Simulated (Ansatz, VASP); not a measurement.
Os: VASP beside Ansatz

```
Os
1.0
     0.00000    1.90563    1.90563
     1.90563    0.00000    1.90563
     1.90563    1.90563    0.00000
Os
1
Direct
  0.00000 0.00000 0.00000
```

Change from the starting cell: volume scaled by 0.9405, crystal datasets.

Alike in both runs: task electric field gradients; functional PBE; k mesh 14 × 14 × 14; occupations fermi-dirac, width 0.03 eV; no spin polarisation.

|  | VASP | Ansatz |
| --- | --- | --- |
| version | VASP 6.6.1 | Ansatz 0.2.0 |
| potentials or method | VASP PAW PBE potentials, release 64 (Os), cutoff 520 eV | all-electron PAW with datasets made for the crystal, scalar-relativistic |

Ansatz gave:

```
pressure (GPa) : 15.1
```

**Question.** What did VASP give for the same quantities?

**Answer.** Pressure (GPa): 15.3.

Ansatz ran all-electron here, and VASP with PAW potentials.

Spin-orbit coupling is off throughout.
